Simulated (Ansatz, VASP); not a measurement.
## NaBe in VASP and in Ansatz

Contents of INCAR:

```
PREC     = Accurate       # precision mode
ENCUT    = 600            # plane-wave cutoff, eV
EDIFF    = 1E-6           # SCF threshold, eV
ISMEAR   = 0              # smearing method
SIGMA    = 0.1            # smearing width, eV
LREAL    = False          # projectors in reciprocal space
LASPH    = True           # aspherical terms in the spheres
NELM     = 80             # most SCF steps
ALGO     = Normal         # electronic algorithm
ISIF     = 3              # what is computed and relaxed
LWAVE    = False          # write WAVECAR
LCHARG   = False          # write CHGCAR
GGA      = PE             # functional
IBRION   = 2              # ionic algorithm
NSW      = 90             # ionic steps
EDIFFG   = -0.04          # ionic threshold
```

KPOINTS

```
regular mesh
0
Gamma
  6 6 6
```

File POSCAR:

```
NaBe
1.0
    0.0000000000      3.1215969865      3.1215969865
    3.1215969865      0.0000000000      3.1215969865
    3.1215969865      3.1215969865      0.0000000000
Na Be
2 2
Direct
    0.5000000000      0.5000000000      0.5000000000
    0.7500000000      0.7500000000      0.7500000000
    0.0000000000      0.0000000000      0.0000000000
    0.2500000000      0.2500000000      0.2500000000
```

Input for Ansatz:

```yaml
crystal:
  lattice:
    - [0.0, 3.1215969865, 3.1215969865]
    - [3.1215969865, 0.0, 3.1215969865]
    - [3.1215969865, 3.1215969865, 0.0]
  atoms:
    - { symbol: Na, position: [0.5, 0.5, 0.5] }
    - { symbol: Na, position: [0.75, 0.75, 0.75] }
    - { symbol: Be, position: [0.0, 0.0, 0.0] }
    - { symbol: Be, position: [0.25, 0.25, 0.25] }
basis:
  ecutwfc: 420
kpoints:
  mp_grid: { grid: [6, 6, 6] }
hamiltonian:
  xc: pbe
scf:
  occupations: { method: gaussian, width: 0.1 }
  lower_state_search: "off"
output:
  forces: true
  stress: true
  eigenvalues: true
relax:
  adjacent_minimum: "off"
  f_tol: 0.04
  max_steps: 70
  cell: { stress_tol: 0.4 }
```

Alike in both runs: task relaxation of cell and atoms; functional PBE; k mesh 6 × 6 × 6; occupations gaussian, width 0.1 eV; no spin polarisation.

|  | VASP | Ansatz |
| --- | --- | --- |
| version | VASP 6.6.1 | Ansatz 0.2.0 |
| potentials or method | VASP PAW PBE potentials, release 64 (Na_pv, Be), cutoff 600 eV | scalar-relativistic, plane waves, PAW |
| valence electrons in the cell | 18 | 22 |

```csv
,VASP,Ansatz,Ansatz less VASP
"gap on the k mesh at the Fermi level, each at its own relaxed structure (eV)",none,none,-
relaxed volume (Å³/atom),17.02,17.07,+0.053
relaxed length of the cell vector where the two differ most in proportion (Å),4.583,4.588,+0.0047
```

A gap of «none» marks a metal or a gap that the smearing closes. VASP's potentials hold 18 valence electrons a cell and Ansatz's 22, so a difference there can come from the potentials and not from the codes.
